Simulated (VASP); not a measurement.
Runs of VASP 6.6.1 on Ag. The structure is that of space group P6_3/mmc (No. 194), or close to it. The cells are those of the table. 

```tsv
cell	gap on the mesh (eV)	pressure (GPa)
a = 3.006, b = 3.006, c = 4.914 Å, angles 90.0, 90.0, 120.0°, 2 atoms	none	(b)
a = 2.956, b = 2.956, c = 4.832 Å, angles 90.0, 90.0, 120.0°, 2 atoms	none	-8.5
a = 2.981, b = 2.981, c = 4.874 Å, angles 90.0, 90.0, 120.0°, 2 atoms	none	(a)
a = 2.850, b = 2.850, c = 4.659 Å, angles 90.0, 90.0, 120.0°, 2 atoms	none	1.8
a = 2.904, b = 2.904, c = 4.747 Å, angles 90.0, 90.0, 120.0°, 2 atoms	none	-4.3
a = 2.930, b = 2.930, c = 4.790 Å, angles 90.0, 90.0, 120.0°, 2 atoms	none	-6.6
a = 2.877, b = 2.877, c = 4.703 Å, angles 90.0, 90.0, 120.0°, 2 atoms	none	-1.5
```

Alike in all rows: task single point; level PBEsol; potentials or basis VASP PAW PBE potentials, release 64 (Ag); no spin polarisation; k mesh 11 × 11 × 6; cutoff (eV) 520; smearing methfessel-paxton 0.1 eV.

Q: Fill in the values left out.

A: (a) -10.1; (b) -11.3.

Caveats: the PAW data sets were made with another functional, which shifts forces and pressure a little.

A k mesh can miss the band edges, and the runs leave out spin-orbit coupling on Ag.

A gap of «none» marks levels without a gap at the run's occupations.
